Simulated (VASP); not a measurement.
# Ta3AsAu2O13: single point with PBEsol

The system is Ta3AsAu2O13.

```xyz
19
Lattice="5.4520 0.0000 0.0000 -2.7260 4.7216 0.0000 0.0000 0.0000 9.5790" Properties=species:S:1:pos:R:3 pbc="T T T"
Ta    0.0000    0.0000    1.8591
Ta    0.0000    0.0000    7.7199
Ta    2.7260    1.5739    0.0000
As    0.0000    0.0000    4.7895
Au    0.0000    3.1478    2.6273
Au    0.0000    3.1478    6.9517
O     0.0000    0.0000    0.0000
O    -1.3422    4.5861    3.4870
O    -0.5745    1.2662    3.4870
O     1.9167    3.5909    3.4870
O    -1.3422    4.5861    6.0921
O    -0.5745    1.2662    6.0921
O     1.9167    3.5909    6.0921
O     1.1852    1.5782    8.2230
O     3.4927    0.2373    8.2230
O     3.5002    2.9061    8.2230
O     1.1852    1.5782    1.3560
O     3.4927    0.2373    1.3560
O     3.5002    2.9061    1.3560
```

```
Program                : VASP 6.6.1
Task                   : single point
Functional             : PBEsol
Potentials or basis    : VASP PAW PBE potentials, release 64 (Ta_pv, As, Au, O)
Cutoff                 : 520 eV
k mesh                 : 6 × 6 × 3
Occupations            : fermi-dirac, width 0.05 eV
Spin                   : no spin polarisation
Dipole correction      : no
Further INCAR settings : LREAL = Auto; ALGO = Normal; EDIFF = 1e-06; NBANDS = 84
```

| Property | Result |
| --- | --- |
| Pressure | -5.6 GPa |
| Largest force | 0.298 eV/Å |
| Band gap on the k mesh | zero (bands 69 and 70 overlap by 0.03 eV) |

Forces on the atoms (eV/Å):
```
Ta   0.000  0.000  0.285
Ta   0.000  0.000 -0.285
Ta   0.000  0.000  0.000
As   0.000  0.000  0.000
Au   0.000  0.000  0.029
Au   0.000  0.000 -0.029
O    0.000  0.000  0.000
O    0.040 -0.274 -0.111
O    0.217  0.171 -0.112
O   -0.257  0.102 -0.112
O    0.040 -0.274  0.111
O    0.217  0.171  0.112
O   -0.257  0.102  0.112
O   -0.057 -0.086  0.033
O    0.102 -0.006  0.033
O   -0.046  0.092  0.033
O   -0.057 -0.086 -0.033
O    0.102 -0.006 -0.033
O   -0.046  0.092 -0.033
```

Stress tensor (GPa, compression positive):
```
-5.68  0.00  0.00
 0.00 -5.68  0.00
 0.00  0.00 -5.40
```

Levels at points of the mesh, in eV from the Fermi level:
```tsv
k point	band 67	band 68	band 69	band 70	band 71	band 72
(0.00, 0.00, 0.00)	-1.14	0.02	0.02	0.18	0.18	1.06
(0.50, 0.00, 0.00)	-0.81	-0.31	0.00	0.03	0.26	1.91
(0.00, 0.50, 0.00)	-0.81	-0.31	0.00	0.03	0.26	1.91
(0.50, 0.50, 0.00)	-0.81	-0.31	0.00	0.03	0.26	1.91
```

Run time: 19 min on 1 thread of Intel(R) Xeon(R) Platinum 8488C (Sapphire Rapids), on a shared host, peak memory 0.67 GiB.

Caveat: the cell stands under tension; the PAW data sets were made with another functional, which shifts forces and pressure a little; spin-orbit coupling is left out, which moves the levels of the heavy elements.
